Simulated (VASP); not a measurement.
# SnO (Pmn2_1) in VASP: notebook

Aim: see how the results for SnO move with the level of theory and the settings. Levels: PBE, r2SCAN. Tasks: single point.

Program: VASP 6.6.1. These are calculated values, not measurements. Logs are shortened: lines on timing, memory, paths and dates and some standing lists are left out, and cuts for length are marked.

### Step 1. The cell of the first run

The structure is orthorhombic, space group Pmn2_1 (No. 31). The conventional cell has a = 3.332 Å, b = 5.636 Å, c = 4.194 Å, α = 90.00°, β = 90.00°, γ = 90.00°. Within 2.8 Å of Sn (site symmetry m) lie 3 O at 2.14 Å. Within 2.8 Å of O (site symmetry m) lie 3 Sn at 2.14 Å.

### Step 2. Single point, PBE

Contents of INCAR:

```
  PREC = Accurate
  ENCUT = 1340
  EDIFF = 1E-6
  ISMEAR = -1
  SIGMA = 0.05
  LREAL = False
  LASPH = True
  NELM = 120
  ALGO = Normal
  ISIF = 2
  LWAVE = False
  LCHARG = False
  GGA = PE
  NBANDS = 28
  GGA_COMPAT = False
```

Contents of KPOINTS:

```
Automatic mesh
0
Gamma
  8 5 6
```

Contents of POSCAR:

```
SnO
1.0
    3.3324875095      0.0000000000      0.0000000000
    0.0000000000      5.6360216177      0.0000000000
    0.0000000000      0.0000000000      4.1936337771
Sn O
2 2
Direct
    0.5000000000      0.7680910000      0.0131440000
    0.0000000000      0.2319090000      0.5131440000
    0.5000000000      0.1087500000      0.2368570000
    0.0000000000      0.8912500000      0.7368570000
```

Potentials or basis: VASP PAW PBE potentials, release 64 (Sn_d, O_h).

The run is started by

```bash
cat potpaw_PBE.64/Sn_d/POTCAR potpaw_PBE.64/O_h/POTCAR > POTCAR
mpirun -np 1 vasp_std > vasp.out
```

OUTCAR:

```text
PREC = Accurate
   ENCUT = 1340
   EDIFF = 1E-6
   ISMEAR = -1
   LREAL = False
   LASPH = True
   NELM = 120
   ISIF = 2
   GGA = PE

 ion  position               nearest neighbor table
   1  0.500  0.768  0.013-   3 2.14   4 2.14   4 2.14   2 3.74   2 3.74   2 3.74   2 3.74
   2  0.000  0.232  0.513-   4 2.14   3 2.14   3 2.14   1 3.74   1 3.74   1 3.74   1 3.74
   3  0.500  0.109  0.237-   1 2.14   2 2.14   2 2.14
   4  0.000  0.891  0.737-   2 2.14   1 2.14   1 2.14

  LATTYP: Found a simple orthorhombic cell.
 ALAT       =     3.3324875095
 B/A-ratio  =     1.2584094509
 C/A-ratio  =     1.6912356315

  Lattice vectors:

 A1 = (  -3.3324875095,   0.0000000000,   0.0000000000)
 A2 = (   0.0000000000,   0.0000000000,   4.1936337771)
 A3 = (   0.0000000000,   5.6360216177,   0.0000000000)

Analysis of symmetry for initial positions (statically):
=====================================================================
 Subroutine PRICEL returns:
 Original cell was already a primitive cell.

 Routine SETGRP: Setting up the symmetry group for a
 simple orthorhombic supercell.

 Subroutine GETGRP returns: Found  4 space group operations
 (whereof  2 operations were pure point group operations)
 out of a pool of  8 trial point group operations.

The static configuration has the point symmetry C_1h.
 The point group associated with its full space group is C_2v.

Analysis of symmetry for dynamics (positions and initial velocities):
=====================================================================
 Subroutine PRICEL returns:
 Original cell was already a primitive cell.

 Routine SETGRP: Setting up the symmetry group for a
 simple orthorhombic supercell.

 Subroutine GETGRP returns: Found  4 space group operations
 (whereof  2 operations were pure point group operations)
 out of a pool of  8 trial point group operations.

The dynamic configuration has the point symmetry C_1h.
 The point group associated with its full space group is C_2v.

 Subroutine INISYM returns: Found  4 space group operations
 (whereof  2 operations are pure point group operations),
 and found     1 'primitive' translations

----------------------------------------------------------------------------------------

                                     Primitive cell

  volume of cell :      78.7647

  direct lattice vectors                    reciprocal lattice vectors
     3.332487509  0.000000000  0.000000000     0.300076143  0.000000000  0.000000000
     0.000000000  5.636021618  0.000000000     0.000000000  0.177430121  0.000000000
     0.000000000  0.000000000  4.193633777     0.000000000  0.000000000  0.238456683

  length of vectors
     3.332487509  5.636021618  4.193633777     0.300076143  0.177430121  0.238456683

  position of ions in fractional coordinates (direct lattice)
     0.500000000  0.768091000  0.013144000
     0.000000000  0.231909000  0.513144000
     0.500000000  0.108750000  0.236857000
     0.000000000  0.891250000  0.736857000

  ion indices of the primitive-cell ions
   primitive index   ion index
                 1           1
                 2           2
                 3           3
                 4           4

----------------------------------------------------------------------------------------

 KPOINTS: Automatic mesh

Automatic generation of k-mesh.
 Grid dimensions read from file:
 generate k-points for:    8    5    6

 Generating k-lattice:

  Cartesian coordinates                     Fractional coordinates (reciprocal lattice)
     0.037509518  0.000000000  0.000000000     0.125000000  0.000000000  0.000000000
     0.000000000  0.035486024  0.000000000     0.000000000  0.200000000  0.000000000
     0.000000000  0.000000000  0.039742780     0.000000000  0.000000000  0.166666667

  Length of vectors
     0.037509518  0.035486024  0.039742780

  Shift w.r.t. Gamma in fractional coordinates (k-lattice)
     0.000000000  0.000000000  0.000000000

 Subroutine IBZKPT returns following result:
 ===========================================

 Found     60 irreducible k-points:

 Following reciprocal coordinates:
            Coordinates               Weight
  0.000000  0.000000  0.000000      1.000000
  0.125000  0.000000  0.000000      2.000000
  0.250000  0.000000  0.000000      2.000000
  0.375000  0.000000  0.000000      2.000000
  0.500000  0.000000  0.000000      1.000000
  0.000000  0.200000  0.000000      2.000000
[... 16 lines left out ...]
  0.250000  0.200000  0.166667      8.000000
  0.375000  0.200000  0.166667      8.000000
 [... further k-points ...]
   k-points           NKPTS =     60   k-points in BZ     NKDIM =     60   number of bands    NBANDS=     28
   number of dos      NEDOS =    301   number of ions     NIONS =      4
   total plane-waves  NPLWV = 140000
   dimension x,y,z NGX =    40 NGY =   70 NGZ =   50
   dimension x,y,z NGXF=    80 NGYF=  140 NGZF=  100
   ions per type =               2   2
   NGX,Y,Z   is equivalent  to a cutoff of  19.95, 20.65, 19.82 a.u.
   NGXF,Y,Z  is equivalent  to a cutoff of  39.91, 41.30, 39.64 a.u.
 SYSTEM =  unknown system
   PREC   = accura    normal or accurate (medium, high low for compatibility)
   ISTART =      0    job   : 0-new  1-cont  2-samecut
   ICHARG =      2    charge: 1-file 2-atom 10-const
   ISPIN  =      1    spin polarized calculation?
   LNONCOLLINEAR =      F non collinear calculations
   LSORBIT =      F    spin-orbit coupling
   LASPH  =      T    aspherical Exc in radial PAW
   ENCUT  = 1340.0 eV  98.49 Ry    9.92 a.u.   9.95 16.82 12.52*2*pi/ulx,y,z
   NELM   =    120;   NELMIN=  2; NELMDL= -5     # of ELM steps
   EDIFF  = 0.1E-05   stopping-criterion for ELM
   LREAL  =      F    real-space projection
[... 7 lines left out ...]
   TEBEG  =    0.0;   TEEND  =   0.0 temperature during run
   PSTRESS=    0.0 pullay stress
   NELECT =      40.0000    total number of electrons
   NUPDOWN=      -1.0000    fix difference up-down
   EMIN   =  10.00;   EMAX   =-10.00  energy-range for DOS
   EFERMI =   0.00;   METHOD = LEGACY
   ISMEAR =    -1;   SIGMA  =   0.05  broadening in eV -4-tet -1-fermi 0-gaus
   EFERMI_NEDOS =   21; number of points for ismear=-14 and -15
   IALGO  =     38    algorithm
   IMIX   =      4    mixing-type and parameters
     AMIX     =   0.40;   BMIX     =  1.00
     AMIX_MAG =   1.60;   BMIX_MAG =  1.00
  volume/ion in A,a.u.               =      19.69       132.88
  Fermi-wavevector in a.u.,A,eV,Ry     =   1.306124  2.468216 23.210978  1.705959
  Thomas-Fermi vector in A             =   2.436947
   LORBIT       =      0    0 simple, 1 ext, 2 COOP (PROOUT), +10 PAW based schemes
   GGA     = PE    functional components
   LHFCALC =     F    Hartree Fock is set to
   AEXX    =    0.0000 exact exchange contribution
   IVDW    =     0    specifies the selected vdW correction
   LEPSILON=     F    determine dielectric tensor
   LRPA    =     F    only Hartree local field effects (RPA)
 non-spin polarized calculation
  energy-cutoff  :     1340.00
  volume of cell :       78.76
 maximum number of plane-waves:      8840
 NGX is ok and might be reduce to    40
   NGX = 19   NGY = 33   NGZ = 25

 number of electron      40.0000002 magnetization

 Free energy of the ion-electron system (eV)
  ---------------------------------------------------
  ext. energy  EPLUGINS =         0.00000000
  ---------------------------------------------------
  free energy    TOTEN  =       -22.44750134 eV

  energy without entropy =      -22.44750132  energy(sigma->0) =      -22.44750133

 E-fermi :   6.0141     XC(G=0):  -9.6358

 val. band max:        5.2851573641   @ k =   0.0000   0.0000   0.0000
 cond. band min:       6.7527733530   @ k =   0.3750   0.4000   0.0000
 fundamental gap:      1.4676159889
 Fermi energy:         6.0140519821

 k-point     1 :       0.0000    0.0000    0.0000
  band No.  band energies     occupation
      1     -16.0048      2.00000
      2     -15.6511      2.00000
      3     -15.5614      2.00000
      4     -15.5338      2.00000
      5     -15.5046      2.00000
      6     -15.4721      2.00000
[... 20 lines left out ...]
     27      14.1104      0.00000
     28      14.7415      0.00000

 k-point     2 :       0.1250    0.0000    0.0000
  band No.  band energies     occupation
      1     -15.9978      2.00000
      2     -15.6422      2.00000
      3     -15.5738      2.00000
      4     -15.5512      2.00000
      5     -15.5134      2.00000
      6     -15.4720      2.00000
[... 20 lines left out ...]
     27      14.1492      0.00000
     28      14.8474      0.00000

 k-point     3 :       0.2500    0.0000    0.0000
  band No.  band energies     occupation
      1     -15.9899      2.00000
      2     -15.7461      2.00000
      3     -15.5458      2.00000
      4     -15.5317      2.00000
      5     -15.5174      2.00000
      6     -15.4776      2.00000
[... 20 lines left out ...]
     27      13.7275      0.00000
     28      15.0049      0.00000

 k-point     4 :       0.3750    0.0000    0.0000
  band No.  band energies     occupation
      1     -15.9864      2.00000
      2     -15.8765      2.00000
      3     -15.5273      2.00000
      4     -15.5111      2.00000
      5     -15.4938      2.00000
      6     -15.4808      2.00000
[... 578 lines left out ...]
     27      14.7829      0.00000
     28      15.4311      0.00000

 k-point    23 :       0.2500    0.2000    0.1667
  band No.  band energies     occupation
      1     -15.9805      2.00000
      2     -15.7729      2.00000
      3     -15.5480      2.00000
      4     -15.5329      2.00000
      5     -15.5122      2.00000
      6     -15.4851      2.00000
[... 20 lines left out ...]
     27      14.6232      0.00000
     28      15.5688      0.00000

 k-point    24 :       0.3750    0.2000    0.1667
  band No.  band energies     occupation
      1     -15.9868      2.00000
      2     -15.8924      2.00000
      3     -15.5313      2.00000
      4     -15.5213      2.00000
      5     -15.4880      2.00000
      6     -15.4785      2.00000
[... 20 lines left out ...]
     27      14.3067      0.00000
     28      15.3473      0.00000

 [... further k-points ...]
[... 5 lines left out ...]
  --------------------------------------------------------------------------------------
  -------------------------------------------------------------------------------------
  Total        1.0482535      1.1347882      0.8869458      0.0000000      0.0000000      0.0000000
  in kB       21.3228494     23.0830768     18.0416396      0.0000000      0.0000000      0.0000000
  external PRESSURE =      20.8158553 kB  Pullay stress =       0.0000000 kB

 VOLUME and BASIS-vectors are now :
 -----------------------------------------------------------------------------
  energy-cutoff  :     1340.00
  volume of cell :       78.76
      direct lattice vectors                 reciprocal lattice vectors
     3.332487509  0.000000000  0.000000000     0.300076143  0.000000000  0.000000000
     0.000000000  5.636021618  0.000000000     0.000000000  0.177430121  0.000000000
     0.000000000  0.000000000  4.193633777     0.000000000  0.000000000  0.238456683

 POSITION                                       TOTAL-FORCE (eV/Angst)
 -----------------------------------------------------------------------------------
      1.66624      4.32898      0.05512         0.000000     -0.227090      0.085414
      0.00000      1.30704      2.15194         0.000000      0.227090      0.085414
      1.66624      0.61292      0.99329         0.000000     -0.042199     -0.085414
      0.00000      5.02310      3.09011         0.000000      0.042199     -0.085414
 -----------------------------------------------------------------------------------
    total drift:                               -0.000000     -0.000000      0.000182

  FREE ENERGIE OF THE ION-ELECTRON SYSTEM (eV)
  ---------------------------------------------------
  free  energy   TOTEN  =       -22.4475013369 eV

  energy  without entropy=      -22.4475013159  energy(sigma->0) =      -22.44750133
```

It took 6.5 min on 1 thread of Intel Xeon Platinum 8259CL at 2.50GHz (Skylake/Cascade Lake), shared host; peak memory 0.68 GiB.

Results:

```
Free energy            : -22.4475 eV
Pressure               : 2.1 GPa
Largest force          : 0.243 eV/Å
Band gap on the k mesh : 1.47 eV (least direct gap 2.04 eV)
```

Forces in eV/Å, atoms in the order of the input:
```
Sn   0.000 -0.227  0.085
Sn   0.000  0.227  0.085
O    0.000 -0.042 -0.085
O    0.000  0.042 -0.085
```

Stress tensor (GPa, compression positive):
```
2.13 0.00 0.00
0.00 2.31 0.00
0.00 0.00 1.80
```

Levels at points of the mesh, in eV from the valence-band top:
```
           k point  band 16  band 17  band 18  band 19  band 20  band 21  band 22  band 23  band 24  band 25
(0.00, 0.00, 0.00)    -3.93    -3.61    -2.73    -2.14     0.00     2.69     3.21     5.94     5.99     8.15
(0.50, 0.00, 0.00)    -4.57    -2.69    -2.69    -1.26    -1.26     2.60     2.60     5.60     5.60     6.68
(0.00, 0.00, 0.50)    -3.51    -3.29    -3.29    -1.72    -1.72     2.71     2.71     5.29     5.29     8.08
(0.50, 0.00, 0.50)    -4.17    -3.22    -3.22    -1.09    -1.09     2.09     2.09     4.65     4.65     6.98
```

Caveat: spin-orbit coupling is left out, which moves the levels of the heavy elements.

### Step 3. Single point, r2SCAN

This run uses another cell than the first one, of 20.09 Å³/atom.

Contents of POSCAR:

```
SnO
1.0
    3.3550050000      0.0000000000      0.0000000000
    0.0000000000      5.6741040000      0.0000000000
    0.0000000000      0.0000000000      4.2219700000
Sn O
2 2
Direct
    0.5000000000      0.7680910000      0.0131440000
    0.0000000000      0.2319090000      0.5131440000
    0.5000000000      0.1087500000      0.2368570000
    0.0000000000      0.8912500000      0.7368570000
```

Contents of INCAR.step1:

```
PREC = Accurate ; ENCUT = 520
ISMEAR = -1 ; SIGMA = 0.05
LREAL = F ; LASPH = T
NELM = 60 ; NBANDS = 28
GGA = PE ; ALGO = Normal
EDIFF = 1E-4 ; LWAVE = T
LCHARG = F
```

Contents of INCAR.step2:

```
PREC = Accurate ; ENCUT = 520
EDIFF = 1E-7 ; ISMEAR = -1
SIGMA = 0.05 ; LREAL = F
LASPH = T ; NELM = 60
ALGO = Normal ; ISIF = 2
LWAVE = F ; LCHARG = F
METAGGA = R2SCAN ; LMIXTAU = T
NBANDS = 28 ; ISTART = 1
```

Contents of KPOINTS:

```
regular mesh
0
Gamma
  8 5 6
```

Potentials or basis: VASP PAW PBE potentials, release 64 (Sn_d, O).

The run is started by

```bash
cat potpaw_PBE.64/Sn_d/POTCAR potpaw_PBE.64/O/POTCAR > POTCAR
cp INCAR.step1 INCAR
mpirun -np 1 vasp_std > vasp.out
cp INCAR.step2 INCAR
mpirun -np 1 vasp_std > vasp.out
```

Run time: 7.1 min. Hardware: 1 thread of Intel Xeon Platinum 8488C (Sapphire Rapids), shared host; peak memory 0.27 GiB.

The run converged. Its results:

- Free energy: -66.5583 eV
- Pressure: -2.6 GPa
- Largest force: 0.510 eV/Å
- Band gap on the k mesh: 1.79 eV (least direct gap 2.38 eV)

Forces in eV/Å, atoms in the order of the input:
```
Sn   0.000  0.486 -0.155
Sn   0.000 -0.486 -0.155
O    0.000 -0.191  0.155
O    0.000  0.191  0.155
```

Stress tensor (GPa, compression positive):
```
-3.49  0.00  0.00
 0.00 -2.05  0.00
 0.00  0.00 -2.36
```

Levels at points of the mesh, in eV from the valence-band top:
| k point | band 17 | band 18 | band 19 | band 20 | band 21 | band 22 | band 23 | band 24 |
| --- | --- | --- | --- | --- | --- | --- | --- | --- |
| (0.00, 0.00, 0.00) | -3.66 | -2.79 | -2.20 | 0.00 | 3.03 | 3.60 | 6.36 | 6.41 |
| (0.50, 0.00, 0.00) | -2.75 | -2.75 | -1.26 | -1.26 | 2.91 | 2.91 | 5.97 | 5.97 |
| (0.00, 0.00, 0.50) | -3.36 | -3.36 | -1.75 | -1.75 | 3.07 | 3.07 | 5.71 | 5.71 |
| (0.50, 0.00, 0.50) | -3.26 | -3.26 | -1.10 | -1.10 | 2.40 | 2.40 | 5.02 | 5.02 |

Caveat: the PAW data sets were made with another functional, which shifts forces and pressure a little; spin-orbit coupling is left out, which moves the levels of the heavy elements.

### Step 4. Single point, PBE

This run uses another cell than the first one, of 20.09 Å³/atom.

Contents of INCAR:

```
SYSTEM = SnO
PREC = Accurate
ENCUT = 1340
EDIFF = 1E-6
ISMEAR = -1
SIGMA = 0.05
LREAL = .FALSE.
LASPH = .TRUE.
NELM = 120
ALGO = Normal
ISIF = 2
LWAVE = .FALSE.
LCHARG = .FALSE.
GGA = PE
NBANDS = 28
GGA_COMPAT = .FALSE.
```

Contents of KPOINTS:

```
regular mesh
0
G
  8 5 6
  0 0 0
```

POSCAR is that of step 3.

Potentials or basis: VASP PAW PBE potentials, release 64 (Sn_d, O_h).

The run is started by

```bash
cat potpaw_PBE.64/Sn_d/POTCAR potpaw_PBE.64/O_h/POTCAR > POTCAR
mpirun -np 1 vasp_std > vasp.out
```

Wall time 8.3 min (1 thread of Intel Xeon Platinum 8259CL at 2.50GHz (Skylake/Cascade Lake), shared host); peak memory 0.68 GiB.

It converged, with:

| Property | Result |
| --- | --- |
| Free energy | -22.4616 eV |
| Pressure | 0.5 GPa |
| Largest force | 0.061 eV/Å |
| Band gap on the k mesh | 1.49 eV (least direct gap 2.08 eV) |

Forces in eV/Å, atoms in the order of the input:
```
Sn   0.000  0.049 -0.001
Sn   0.000 -0.049 -0.001
O    0.000 -0.061  0.001
O    0.000  0.061  0.001
```

Stress tensor (GPa, compression positive):
```
0.32 0.00 0.00
0.00 0.64 0.00
0.00 0.00 0.49
```

Levels at points of the mesh, in eV from the valence-band top:
```csv
k point,band 17,band 18,band 19,band 20,band 21,band 22,band 23,band 24
"(0.00, 0.00, 0.00)",-3.46,-2.62,-2.04,0.00,2.68,3.18,5.91,5.92
"(0.50, 0.00, 0.00)",-2.57,-2.57,-1.24,-1.24,2.60,2.60,5.53,5.53
"(0.00, 0.00, 0.50)",-3.17,-3.17,-1.65,-1.65,2.69,2.69,5.24,5.24
"(0.50, 0.00, 0.50)",-3.13,-3.13,-1.07,-1.07,2.11,2.11,4.63,4.63
```

Caveat: spin-orbit coupling is left out, which moves the levels of the heavy elements. A k mesh can miss the band edges.

### Step 5. Overview

| level | potentials or basis | cell | cutoff (eV) | gap on the mesh (eV) | pressure (GPa) | largest force (eV/Å) |
| --- | --- | --- | --- | --- | --- | --- |
| PBE | VASP PAW PBE potentials, release 64 (Sn_d, O_h) | a = 3.332, b = 5.636, c = 4.194 Å, 4 atoms | 1340 | 1.47 | 2.1 | 0.24 |
| r2SCAN | VASP PAW PBE potentials, release 64 (Sn_d, O) | a = 3.355, b = 5.674, c = 4.222 Å, 4 atoms | 520 | 1.79 | -2.6 | 0.51 |
| PBE | VASP PAW PBE potentials, release 64 (Sn_d, O_h) | a = 3.355, b = 5.674, c = 4.222 Å, 4 atoms | 1340 | 1.49 | 0.5 | 0.06 |

Alike in all rows: task single point; no spin polarisation; k mesh 8 × 5 × 6; smearing fermi-dirac 0.05 eV.

Caveats: spin-orbit coupling is left out, which moves the levels of the heavy elements; the PAW data sets were made with another functional, which shifts forces and pressure a little (at least some runs).

Total energies depend on the potentials used, so only differences within one code and one set of settings carry meaning.
